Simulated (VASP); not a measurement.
Input of a VASP 6.6.1 run:

Contents of INCAR:

```
SYSTEM = MoS2
ALGO = Normal
EDIFF = 1E-6
ENCUT = 520
GGA = PS
ISIF = 2
ISMEAR = 0
LASPH = .True.
LCHARG = .False.
LREAL = .False.
LWAVE = .False.
NBANDS = 49
NELM = 60
PREC = Accurate
SIGMA = 0.02
```

File KPOINTS:

```
k-points
0
Gamma
  12 12 2
  0 0 0
```

File POSCAR:

```
MoS2
1.0
    3.1116390454      0.0000000000      0.0000000000
   -1.5558195227      2.6947584607      0.0000000000
    0.0000000000      0.0000000000     18.9683089340
Mo S
3 6
Direct
    0.0000000000      0.0000000000      0.0002317094
    0.6666666667      0.3333333333      0.3335650427
    0.3333333333      0.6666666667      0.6668983760
    0.3333333333      0.6666666667      0.2509161712
    0.6666666667      0.3333333333      0.0828511194
    0.0000000000      0.0000000000      0.5842495045
    0.3333333333      0.6666666667      0.4161844528
    0.6666666667      0.3333333333      0.9175828379
    0.0000000000      0.0000000000      0.7495177861
```

Potentials or basis: VASP PAW PBE potentials, release 64 (Mo_sv, S).

Run with:

```console
$ cat potpaw_PBE.64/Mo_sv/POTCAR potpaw_PBE.64/S/POTCAR > POTCAR
$ mpirun -np 1 vasp_std > vasp.out
```

**Question.** What does it give for the pressure?

**Answer.** 2.1 GPa.

**Question.** What does it give for the band gap on the k mesh?

**Answer.** 1.08 eV.

**Question.** What does it give for the largest force?

**Answer.** 0.035 eV/Å.

Forces on the atoms (eV/Å):
```
Mo   0.000  0.000  0.000
Mo   0.000  0.000  0.000
Mo   0.000  0.000  0.000
S    0.000  0.000 -0.034
S    0.000  0.000  0.035
S    0.000  0.000 -0.034
S    0.000  0.000  0.035
S    0.000  0.000 -0.034
S    0.000  0.000  0.035
```

Caveat: the cell differs from its parent crystal (biaxial strain in the a-b plane: -1.0 %); the PAW data sets were made with another functional, which shifts forces and pressure a little; this functional lacks dispersion, which binds the layers, so the pressure and a relaxed spacing across them are unreliable. A k mesh can miss the band edges.
